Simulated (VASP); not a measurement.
A run of VASP 6.6.1:

The input POSCAR:

```
Ba
1.0
    1.9107301357      1.9107301357      1.9107301357
   -1.9107301357      1.9107301357      1.9107301357
   -1.9107301357     -1.9107301357      1.9107301357
Ba
1
Direct
    0.0000000000      0.0000000000      0.0000000000
```

File INCAR.step1:

```
PREC = Accurate
ENCUT = 520
ISMEAR = 0
SIGMA = 0.1
LREAL = F
LASPH = T
NELM = 80
NBANDS = 11
GGA = PE
ALGO = Normal
EDIFF = 1E-4
LWAVE = T
LCHARG = F
```

The input INCAR.step2:

```
PREC = Accurate
ENCUT = 520
EDIFF = 1E-6
ISMEAR = 0
SIGMA = 0.1
LREAL = F
LASPH = T
NELM = 80
ALGO = Normal
ISIF = 2
LWAVE = F
LCHARG = F
METAGGA = R2SCAN
LMIXTAU = T
NBANDS = 11
ISTART = 1
```

File KPOINTS:

```
Automatic mesh
0
Gamma
  6 6 6
```

Potentials or basis: VASP PAW PBE potentials, release 64 (Ba_sv).

Run with:

```console
$ cat potpaw_PBE.64/Ba_sv/POTCAR > POTCAR
$ cp INCAR.step1 INCAR
$ mpirun -np 1 vasp_std > vasp.out
$ cp INCAR.step2 INCAR
$ mpirun -np 1 vasp_std > vasp.out
```

Hardware: 1 thread of Intel(R) Xeon(R) 6975P-C (Granite Rapids) (shared host).

Q: How long does it take, and how much memory?

A: Run time: 16 s on 1 thread of Intel(R) Xeon(R) 6975P-C (Granite Rapids), with other jobs on the host, peak memory 0.16 GiB. Counts: k points 16.
